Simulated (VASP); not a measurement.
Runs of VASP 6.6.1 on Sn. The structure is that of space group P6_3/mmc (No. 194), or close to it. The cells are those of the table. 

```csv
cell,gap on the mesh (eV),pressure (GPa)
"a = 3.248, b = 3.248, c = 10.731 Å, angles 90.0, 90.0, 120.0°, 4 atoms",none,(a)
"a = 3.297, b = 3.297, c = 10.891 Å, angles 90.0, 90.0, 120.0°, 4 atoms",none,4.9
"a = 3.389, b = 3.389, c = 11.198 Å, angles 90.0, 90.0, 120.0°, 4 atoms",none,0.2
"a = 3.344, b = 3.344, c = 11.047 Å, angles 90.0, 90.0, 120.0°, 4 atoms",none,2.3
```

Alike in all rows: task single point; level PBE; potentials or basis VASP PAW PBE potentials, release 64 (Sn_d); no spin polarisation; k mesh 12 × 12 × 4; cutoff (eV) 500; smearing fermi-dirac 0.1 eV.

Q: Estimate the missing entries.

A: (a) 8.3.

Caveats: spin-orbit coupling is left out, which moves the levels of the heavy elements.

A k mesh can miss the band edges, and the runs leave out spin-orbit coupling on Sn.

A gap of «none» marks levels without a gap at the run's occupations.
